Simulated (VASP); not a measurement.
# SiC (P6_3mc) in VASP: G0W0 quasiparticle levels with PBE

Aim: the G0W0 quasiparticle levels of SiC with PBE.

Everything below comes from runs of VASP 6.6.1. Logs are shortened: lines on timing, memory, paths and dates and some standing lists are left out, and cuts for length are marked.

### 1 The cell of the first run

Symmetry: P6_3mc, No. 186, hexagonal system. The conventional cell has a = 3.075 Å, b = 3.075 Å, c = 5.048 Å, α = 90.00°, β = 90.00°, γ = 120.00°. Within 2.5 Å of Si (site symmetry 3m) lie 4 C at 1.88 to 1.90 Å. Within 2.5 Å of C (site symmetry 3m) lie 4 Si at 1.88 to 1.90 Å.

### 2 G0W0 quasiparticle levels, PBE

The input, POSCAR:

```
SiC
1.0
    3.0753564100      0.0000000000      0.0000000000
   -1.5376782050      2.6633367767      0.0000000000
    0.0000000000      0.0000000000      5.0481087359
Si C
2 2
Direct
    0.3333333333      0.6666666667      0.4995917744
    0.6666666667      0.3333333333      0.9995917744
    0.3333333333      0.6666666667      0.8754082256
    0.6666666667      0.3333333333      0.3754082256
```

The input, INCAR.step1:

```
SYSTEM = SiC
  PREC = Accurate
  ENCUT = 500
  EDIFF = 1E-8
  ISMEAR = 0
  SIGMA = 0.01
  LREAL = .FALSE.
  LASPH = .TRUE.
  NELM = 100
  ALGO = Normal
  LWAVE = .TRUE.
  LCHARG = .FALSE.
  GGA = PE
```

The input, INCAR.step2:

```
SYSTEM = SiC
  PREC = Accurate
  ENCUT = 500
  EDIFF = 1E-8
  ISMEAR = 0
  SIGMA = 0.01
  LREAL = .FALSE.
  LASPH = .TRUE.
  NELM = 1
  ALGO = Exact
  LWAVE = .TRUE.
  LCHARG = .FALSE.
  GGA = PE
  NBANDS = 75
  LOPTICS = .TRUE.
  ISTART = 1
```

The input, INCAR.step3:

```
SYSTEM = SiC
  PREC = Accurate
  ENCUT = 500
  EDIFF = 1E-8
  ISMEAR = 0
  SIGMA = 0.01
  LREAL = .FALSE.
  LASPH = .TRUE.
  ALGO = EVGW0
  LWAVE = .FALSE.
  LCHARG = .FALSE.
  GGA = PE
  NELMGW = 1
  NBANDS = 75
  ENCUTGW = 80.0
  NOMEGA = 96
  PRECFOCK = Fast
  ISTART = 1
  NBANDSGW = 16
  OMEGAMAX = 30
```

The input, KPOINTS:

```
regular mesh
0
G
  6 6 4
  0 0 0
```

Potentials or basis: VASP PAW PBE potentials, release 64 (Si_GW, C_GW).

Started as:

```
cat potpaw_PBE.64/Si_GW/POTCAR potpaw_PBE.64/C_GW/POTCAR > POTCAR
cp INCAR.step1 INCAR
mpirun -np 1 vasp_std > vasp.out
cp INCAR.step2 INCAR
mpirun -np 1 vasp_std > vasp.out
cp INCAR.step3 INCAR
mpirun -np 1 vasp_std > vasp.out
```

OUTCAR:

```text
SYSTEM = SiC
   PREC = Accurate
   ENCUT = 500
   EDIFF = 1E-8
   ISMEAR = 0
   LREAL = .FALSE.
   LASPH = .TRUE.
   GGA = PE
   NELMGW = 1
   ENCUTGW = 80.0
   PRECFOCK = Fast
   ISTART = 1

 ion  position               nearest neighbor table
   1  0.333  0.667  0.500-   4 1.88   4 1.88   4 1.88   3 1.90   2 3.09   2 3.09   2 3.09   2 3.09
                             2 3.09   2 3.09
   2  0.667  0.333  1.000-   3 1.88   3 1.88   3 1.88   4 1.90   1 3.09   1 3.09   1 3.09   1 3.09
                             1 3.09   1 3.09
   3  0.333  0.667  0.875-   2 1.88   2 1.88   2 1.88   1 1.90
   4  0.667  0.333  0.375-   1 1.88   1 1.88   1 1.88   2 1.90

  LATTYP: Found a hexagonal cell.
 ALAT       =     3.0753564100
 C/A-ratio  =     1.6414711217

  Lattice vectors:

 A1 = (   3.0753564100,   0.0000000000,   0.0000000000)
 A2 = (  -1.5376782050,   2.6633367767,   0.0000000000)
 A3 = (   0.0000000000,   0.0000000000,   5.0481087359)

Analysis of symmetry for initial positions (statically):
=====================================================================
 Subroutine PRICEL returns:
 Original cell was already a primitive cell.

 Routine SETGRP: Setting up the symmetry group for a
 hexagonal supercell.

 Subroutine GETGRP returns: Found 12 space group operations
 (whereof  6 operations were pure point group operations)
 out of a pool of 24 trial point group operations.

The static configuration has the point symmetry C_3v.
 The point group associated with its full space group is C_6v.

Analysis of symmetry for dynamics (positions and initial velocities):
=====================================================================
 Subroutine PRICEL returns:
 Original cell was already a primitive cell.

 Routine SETGRP: Setting up the symmetry group for a
 hexagonal supercell.

 Subroutine GETGRP returns: Found 12 space group operations
 (whereof  6 operations were pure point group operations)
 out of a pool of 24 trial point group operations.

The dynamic configuration has the point symmetry C_3v.
 The point group associated with its full space group is C_6v.

 Subroutine INISYM returns: Found 12 space group operations
 (whereof  6 operations are pure point group operations),
 and found     1 'primitive' translations

----------------------------------------------------------------------------------------

                                     Primitive cell

  volume of cell :      41.3476

  direct lattice vectors                    reciprocal lattice vectors
     3.075356410  0.000000000  0.000000000     0.325165563  0.187734426  0.000000000
    -1.537678205  2.663336777  0.000000000     0.000000000  0.375468851  0.000000000
     0.000000000  0.000000000  5.048108736     0.000000000  0.000000000  0.198093990

  length of vectors
     3.075356410  3.075356410  5.048108736     0.375468851  0.375468851  0.198093990

  position of ions in fractional coordinates (direct lattice)
     0.333333333  0.666666667  0.499591774
     0.666666667  0.333333333  0.999591774
     0.333333333  0.666666667  0.875408226
     0.666666667  0.333333333  0.375408226

  ion indices of the primitive-cell ions
   primitive index   ion index
                 1           1
                 2           2
                 3           3
                 4           4

----------------------------------------------------------------------------------------

 KPOINTS: regular mesh

Automatic generation of k-mesh.
 Grid dimensions read from file:
 generate k-points for:    6    6    4

 Generating k-lattice:

  Cartesian coordinates                     Fractional coordinates (reciprocal lattice)
     0.054194261  0.031289071  0.000000000     0.166666667  0.000000000  0.000000000
     0.000000000  0.062578142  0.000000000     0.000000000  0.166666667  0.000000000
     0.000000000  0.000000000  0.049523497     0.000000000  0.000000000  0.250000000

  Length of vectors
     0.062578142  0.062578142  0.049523497

  Shift w.r.t. Gamma in fractional coordinates (k-lattice)
     0.000000000  0.000000000  0.000000000

 Subroutine IBZKPT returns following result:
 ===========================================

 Found     21 irreducible k-points:

 Following reciprocal coordinates:
            Coordinates               Weight
  0.000000  0.000000  0.000000      1.000000
  0.166667 -0.000000  0.000000      6.000000
  0.333333  0.000000  0.000000      6.000000
  0.500000 -0.000000  0.000000      3.000000
  0.166667  0.166667  0.000000      6.000000
  0.333333  0.166667  0.000000     12.000000
[... 13 lines left out ...]
  0.333333  0.166667  0.500000     12.000000
  0.333333  0.333333  0.500000      2.000000
   k-points           NKPTS =     21   k-points in BZ     NKDIM =    144   number of bands    NBANDS=     75
   number of dos      NEDOS =    301   number of ions     NIONS =      4
   total plane-waves  NPLWV =  23040
   dimension x,y,z NGX =    24 NGY =   24 NGZ =   40
   dimension x,y,z NGXF=    48 NGYF=   48 NGZF=   80
   ions per type =               2   2
   NGX,Y,Z   is equivalent  to a cutoff of  12.97, 12.97, 13.17 a.u.
   NGXF,Y,Z  is equivalent  to a cutoff of  25.95, 25.95, 26.35 a.u.
 SYSTEM =  SiC
   PREC   = accura    normal or accurate (medium, high low for compatibility)
   ISTART =      1    job   : 0-new  1-cont  2-samecut
   ICHARG =      0    charge: 1-file 2-atom 10-const
   ISPIN  =      1    spin polarized calculation?
   LNONCOLLINEAR =      F non collinear calculations
   LSORBIT =      F    spin-orbit coupling
   LASPH  =      T    aspherical Exc in radial PAW
   ENCUT  =  500.0 eV  36.75 Ry    6.06 a.u.   5.61  5.61  9.20*2*pi/ulx,y,z
   NELM   =     60;   NELMIN=  2; NELMDL=  0     # of ELM steps
   EDIFF  = 0.1E-07   stopping-criterion for ELM
   LREAL  =      F    real-space projection
   EDIFFG = 0.1E-06   stopping-criterion for IOM
   NSW    =      0    number of steps for IOM
   IBRION =     -1    ionic relax: 0-MD 1-quasi-New 2-CG
   NFREE  =      0    steps in history (QN), initial steepest desc. (CG)
   ISIF   =      0    stress and relaxation
   ISYM   =      3    0-nonsym 1-usesym 2-fastsym
   POTIM  = 0.5000    time-step for ionic-motion
   TEBEG  =    0.0;   TEEND  =   0.0 temperature during run
   PSTRESS=    0.0 pullay stress
   NELECT =      16.0000    total number of electrons
   NUPDOWN=      -1.0000    fix difference up-down
   EMIN   =  10.00;   EMAX   =-10.00  energy-range for DOS
   EFERMI =   0.00;   METHOD = LEGACY
   ISMEAR =     0;   SIGMA  =   0.01  broadening in eV -4-tet -1-fermi 0-gaus
   EFERMI_NEDOS =   21; number of points for ismear=-14 and -15
   IALGO  =     38    algorithm
   IMIX   =      4    mixing-type and parameters
     AMIX     =   0.40;   BMIX     =  1.00
     AMIX_MAG =   1.60;   BMIX_MAG =  1.00
  volume/ion in A,a.u.               =      10.34        69.76
  Fermi-wavevector in a.u.,A,eV,Ry     =   1.192975  2.254396 19.363673  1.423190
  Thomas-Fermi vector in A             =   2.329001
   LORBIT       =      0    0 simple, 1 ext, 2 COOP (PROOUT), +10 PAW based schemes
   GGA     = PE    functional components
   LHFCALC =     T    Hartree Fock is set to
   PRECFOCK=fast      Normal, Fast or Accurate (Low or Medium for compatibility)
   ENCUT4O =  -1.0   cutoff for four orbital integrals eV
   NKREDX  =     1    reduce k-point grid by
   NKREDY  =     1    reduce k-point grid by
   NKREDZ  =     1    reduce k-point grid by
   AEXX    =    1.0000 exact exchange contribution
   HFSCREEN=    0.0000 screening length (either q_TF or 0.3 A-1)
   HFSCREENC=   0.0000 screening length for correlation (either q_TF or 0.3 A-1)
   ENCUTFOCK=  -1.0 apply spherical cutoff to Coloumb kernel
   IVDW    =     0    specifies the selected vdW correction
   LEPSILON=     F    determine dielectric tensor
   LRPA    =     F    only Hartree local field effects (RPA)
   LRPAFORCE           =     F    calculate RPA forces
   ENCUTGW             =  80.0    cutoff for response function in eV
   ENCUTGWSOFT         =  64.0    soft cutoff for Coulomb kernel in GW response function in eV
   ENCUTLF             =  -1.0    cutoff for local field effects
   NELMGW              =     1    number of iterations in solving QP/BSE equation
   NELMHF              =     1    number of iterations in the inner HF iteration
   NKREDLFX            =     1    NKREDLFY  =   1   NKREDLFZ  =   1
 non-spin polarized calculation
 Gauss-broadening in eV      SIGMA  =   0.01
  energy-cutoff  :      500.00
  volume of cell :       41.35
 maximum number of plane-waves:      1099
 NGX is ok and might be reduce to    24
  NGX = 14; NGY = 14; NGZ = 24
   NGX = 11   NGY = 11   NGZ = 19
 maximum number of plane-waves:        70
 NGX is ok and might be reduce to    10

 QP shifts <psi_nk| G(iteration)W_0 |psi_nk>: iteration 1
 for sc-GW calculations column KS-energies equals QP-energies in previous step
 and V_xc(KS)=  KS-energies - (<T + V_ion + V_H > + <T+V_H+V_ion>^1  + <V_x>^1)

 k-point   1 :       0.0000    0.0000    0.0000
  band No.  KS-energies  QP-energies   sigma(KS)   V_xc(KS)     V^pw_x(r,r')   Z            occupation Imag(sigma)

      1      -7.6490      -8.4371     -13.8551     -12.7527     -21.7213       0.7148       2.0000       1.3713
      2      -4.0830      -4.7145     -14.6428     -13.7858     -21.7064       0.7369       2.0000       0.9020
      3      -0.7782      -1.4792     -12.9941     -12.0437     -17.9053       0.7376       2.0000       0.3874
      4       6.6114       6.3218     -14.7436     -14.3750     -17.4579       0.7855       2.0000       0.0682
      5       6.6114       6.3218     -14.7436     -14.3750     -17.4579       0.7855       2.0000       0.0682
      6       7.8160       7.6830     -14.9752     -14.8073     -17.3237       0.7921       2.0000       0.0582
[... 8 lines left out ...]
     15      16.8796      17.8079     -10.5750     -11.7615      -5.4040       0.7824       0.0000      -0.1304
     16      19.2681      20.2858     -11.7230     -13.0744      -5.5829       0.7531       0.0000      -0.2839

 k-point   2 :       0.1667   -0.0000    0.0000
  band No.  KS-energies  QP-energies   sigma(KS)   V_xc(KS)     V^pw_x(r,r')   Z            occupation Imag(sigma)

      1      -7.1699      -7.9391     -13.8922     -12.8207     -21.6287       0.7178       2.0000       1.3041
      2      -3.6802      -4.2925     -14.7281     -13.8947     -21.6862       0.7348       2.0000       0.8376
      3      -0.3423      -1.0260     -13.0682     -12.1433     -17.8221       0.7393       2.0000       0.3473
      4       4.4364       3.9630     -14.0556     -13.4406     -17.2190       0.7697       2.0000       0.0960
      5       5.9225       5.5566     -14.4669     -13.9985     -17.3025       0.7813       2.0000       0.0744
      6       6.3506       6.0631     -14.7846     -14.4172     -17.5621       0.7825       2.0000       0.0725
[... 8 lines left out ...]
     15      17.4895      18.2867     -10.3234     -11.3326      -5.2387       0.7899       0.0000      -0.1365
     16      17.8370      18.7333     -10.5268     -11.6757      -5.1362       0.7800       0.0000      -0.1721
[... 348 lines left out ...]
      5       3.8279       3.2871     -13.6517     -12.9461     -16.8796       0.7665       2.0000       0.1066
      6       3.8279       3.2871     -13.6517     -12.9461     -16.8796       0.7665       2.0000       0.1066
[... 8 lines left out ...]
     15      19.6295      20.6847     -11.3473     -12.7301      -5.4253       0.7631       0.0000      -0.2487
     16      19.6295      20.6847     -11.3473     -12.7301      -5.4253       0.7631       0.0000      -0.2487

 k-point  21 :       0.3333    0.3333    0.5000
  band No.  KS-energies  QP-energies   sigma(KS)   V_xc(KS)     V^pw_x(r,r')   Z            occupation Imag(sigma)

      1      -2.8545      -3.4163     -15.0590     -14.2904     -21.8711       0.7309       2.0000       0.7211
      2      -2.8545      -3.4163     -15.0590     -14.2904     -21.8711       0.7309       2.0000       0.7211
      3       0.1738      -0.4632     -13.4177     -12.5540     -18.0612       0.7376       2.0000       0.3017
      4       0.1738      -0.4632     -13.4177     -12.5540     -18.0612       0.7376       2.0000       0.3017
      5       2.2839       1.6342     -13.0905     -12.2298     -16.7259       0.7549       2.0000       0.1542
      6       2.2839       1.6342     -13.0905     -12.2298     -16.7259       0.7549       2.0000       0.1542
[... 8 lines left out ...]
     15      19.5790      20.3704     -10.1399     -11.1423      -4.7655       0.7894       0.0000      -0.2072
     16      19.5790      20.3704     -10.1399     -11.1423      -4.7655       0.7894       0.0000      -0.2072
```

Wall time 4.3 min (1 thread of Intel Xeon 6975P-C (Granite Rapids), shared host); peak memory 0.67 GiB.

Results:

| Property | Result |
| --- | --- |
| Quasiparticle gap | 2.78 eV |
| Least direct quasiparticle gap | 4.76 eV |
| Band gap of the starting levels on the mesh | 2.27 eV |
| Least direct gap of the starting levels on the mesh | 3.97 eV |

Caveat: the k points lie up to 0.39 Å⁻¹ apart; bands, screening cutoff and mesh are small and nothing is extrapolated, so the quasiparticle values aren't converged.
